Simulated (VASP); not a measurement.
Set up this calculation in VASP 6.6.1, as the native input.

```yaml
Task: single point
Functional: revPBE
Potentials_or_basis: VASP PAW PBE potentials, release 64 (Ga_d)
Cutoff: 520 eV
k_mesh: 14 × 14 × 14
Occupations: fermi-dirac, width 0.1 eV
Spin: no spin polarisation
Dipole_correction: no
Further_INCAR_settings: ALGO = Normal; EDIFF = 1e-06; NBANDS = 12
```

The structure of Ga lies in POSCAR:

```
Ga
1.0
    0.0000000000      2.2187505499      2.2187505499
    2.2187505499      0.0000000000      2.2187505499
    2.2187505499      2.2187505499      0.0000000000
Ga
1
Direct
    0.0000000000      0.0000000000      0.0000000000
```

This cell differs from its parent crystal: volume scaled by 1.12.

These files were run (other wordings do the same):

INCAR

```
ALGO = Normal
EDIFF = 1E-6
ENCUT = 520
GGA = RE
ISIF = 2
ISMEAR = -1
LASPH = True
LCHARG = True
LELF = True
LREAL = False
LVHAR = True
LWAVE = False
NBANDS = 12
NELM = 80
PREC = Accurate
SIGMA = 0.1
```

KPOINTS

```
k-points
0
Gamma
  14 14 14
```

Potentials or basis: VASP PAW PBE potentials, release 64 (Ga_d).

Launch:

```console
$ cat potpaw_PBE.64/Ga_d/POTCAR > POTCAR
$ mpirun -np 1 vasp_std > vasp.out
```

Results of the run:

```
Pressure : -3.9 GPa
```

Caveat: the PAW data sets were made with another functional, which shifts forces and pressure a little.

Run time: 18 s on 1 thread of AMD EPYC 7R13 Processor (Zen 3), with other jobs on the host, peak memory 0.12 GiB.
